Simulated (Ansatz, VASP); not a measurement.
## In in VASP and in Ansatz

```
In
1.0
     3.40139    0.00000    0.00000
     0.35253    3.38307    0.00000
     0.00000    0.00000   26.38550
In
6
Direct
  0.50000 0.50000 0.28148
  0.00000 0.00000 0.36803
  0.50000 0.50000 0.45552
  0.00000 0.00000 0.54448
  0.50000 0.50000 0.63197
  0.00000 0.00000 0.71852
```

Alike in both runs: functional r2SCAN; k mesh 10 × 10 × 1; occupations gaussian, width 0.1 eV; no spin polarisation.

Ansatz relaxed the structure, and its values are those at the end. VASP's run is a single point on that final structure, the one shown.

```csv
,VASP,Ansatz
version,VASP 6.6.1,Ansatz 0.2.0
potentials or method,"VASP PAW PBE potentials, release 64 (In_d), cutoff 520 eV","scalar-relativistic, plane waves, PAW"
valence electrons in the cell,78,78
```

```tsv
	VASP	Ansatz	Ansatz less VASP
gap on the k mesh at the Fermi level (eV)	none	none	-
rms of the force components (eV/Å)	0.008	0.007	-0.0016
work function, face that differs most (eV)	4.09	4.09	+0.001
```

VASP's potentials were made for PBE, not for r2SCAN. A gap of «none» marks a metal or a gap that the smearing closes. With one functional, cell and mesh, what is left measures potentials, basis and numerics.
